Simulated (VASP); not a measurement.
# Si8HO16 (a cell with a defect): single point with PBE

The system is Si8HO16 (a cell with a defect).

```xyz
25
Lattice="5.0263 -5.0263 0.0000 -5.0263 -5.0263 0.0000 0.0000 0.0000 -7.3717" Properties=species:S:1:pos:R:3 pbc="T T T"
Si   -2.5077   -2.4178   -3.5213
Si   -0.0136   -5.1845    0.0487
Si   -2.3004   -7.1482   -4.0539
Si   -5.2083   -5.1473   -0.0445
Si    2.3766   -4.6714   -1.9715
Si   -0.0470   -2.5836   -5.5386
Si   -2.5832   -5.0069   -1.7071
Si    0.0504   -7.7582   -5.5526
O     2.7825   -5.9832   -2.8718
O     0.3200   -4.0178   -6.2329
O    -2.1049   -6.0057   -2.8533
O     0.4474   -9.1596   -6.3251
O     3.5074   -4.5521   -0.7687
O     1.2379   -1.9619   -4.7936
O    -1.5649   -5.0728   -0.4323
O     1.1486   -7.4217   -4.3888
O     0.9342   -4.9686   -1.2544
O    -1.2708   -2.8282   -4.4919
O    -4.0727   -5.4067   -1.1838
O    -1.3241   -8.2758   -4.8316
O     2.2454   -3.3487   -2.8527
O    -0.5581   -1.5466   -6.7039
O    -2.6210   -3.4788   -2.2912
O     0.3115   -6.6840   -6.7777
H    -1.3850   -6.0875   -5.0227
```

| Quantity | Value |
| --- | --- |
| Program | VASP 6.6.1 |
| Task | single point |
| Functional | PBE |
| Potentials or basis | VASP PAW PBE potentials, release 64 (Si, O, H) |
| Cutoff | 520 eV |
| k mesh | 2 × 2 × 2, shifted |
| Occupations | gaussian, width 0.02 eV |
| Spin | no spin polarisation |

- Largest force: 0.952 eV/Å

Forces in eV/Å, atoms in the order of the input:
```
Si   0.030  0.028  0.013
Si   0.015  0.142 -0.146
Si   0.224  0.233 -0.213
Si   0.010 -0.071 -0.089
Si   0.069  0.115 -0.096
Si   0.027  0.000  0.026
Si  -0.008  0.030 -0.006
Si   0.115 -0.287  0.036
O   -0.017  0.048 -0.015
O   -0.065 -0.036  0.053
O    0.099 -0.032  0.111
O    0.246 -0.043 -0.148
O    0.013  0.016 -0.035
O    0.120 -0.007 -0.058
O   -0.013  0.135  0.004
O   -0.001 -0.046  0.003
O    0.087  0.006 -0.030
O    0.038  0.056  0.018
O   -0.014 -0.066 -0.077
O    0.056 -0.383 -0.057
O    0.125  0.176 -0.146
O   -0.001 -0.013 -0.009
O   -0.038  0.021  0.013
O   -0.364  0.186  0.303
H   -0.754 -0.208  0.542
```

Levels at points of the mesh, in eV from the Fermi level:
| k point | band 63 | band 64 | band 65 | band 66 | band 67 | band 68 |
| --- | --- | --- | --- | --- | --- | --- |
| (0.25, 0.25, 0.25) | -1.52 | -1.51 | -0.10 | 4.69 | 5.71 | 5.97 |

Wall time 2.4 min on 1 thread of AMD EPYC 9R45 96-Core Processor (Zen 5), on a shared host, peak memory 0.38 GiB.

Caveat: the cell carries a net charge on a neutralising background, which shifts energy and pressure; the cell is charged against a uniform background, so pressure and absolute levels hang on convention.
